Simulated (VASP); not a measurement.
A run of VASP 6.6.1:

Contents of INCAR:

```
  PREC = Accurate
  ENCUT = 520
  EDIFF = 1E-6
  ISMEAR = -1
  SIGMA = 0.15
  LREAL = False
  LASPH = True
  NELM = 100
  ALGO = Normal
  ISIF = 2
  LWAVE = False
  LCHARG = False
  GGA = PE
  NBANDS = 28
```

KPOINTS

```
Automatic mesh
0
Gamma
  8 8 8
```

POSCAR

```
CsNbS3
1.0
    4.8954000000      0.0000000000      0.0000000000
    0.0000000000      4.8954000000      0.0000000000
    0.0000000000      0.0000000000      4.8954000000
Cs Nb S
1 1 3
Direct
    0.0000000000      0.0000000000      0.0000000000
    0.5000000000      0.5000000000      0.5000000000
    0.5000000000      0.5000000000      0.0000000000
    0.5000000000      0.0000000000      0.5000000000
    0.0000000000      0.5000000000      0.5000000000
```

Potentials or basis: VASP PAW PBE potentials, release 64 (Cs_sv, Nb_sv, S).

The run is started by

```console
$ cat potpaw_PBE.64/Cs_sv/POTCAR potpaw_PBE.64/Nb_sv/POTCAR potpaw_PBE.64/S/POTCAR > POTCAR
$ mpirun -np 1 vasp_std > vasp.out
```

Hardware: 1 thread of AMD EPYC 9R45 96-Core Processor (Zen 5), with other jobs on the host.

Estimate the wall time of this run.

It took 57 s on 1 thread of AMD EPYC 9R45 96-Core Processor (Zen 5), on a shared host, peak memory 0.24 GiB. Counts: scf iterations 14, k points 35.
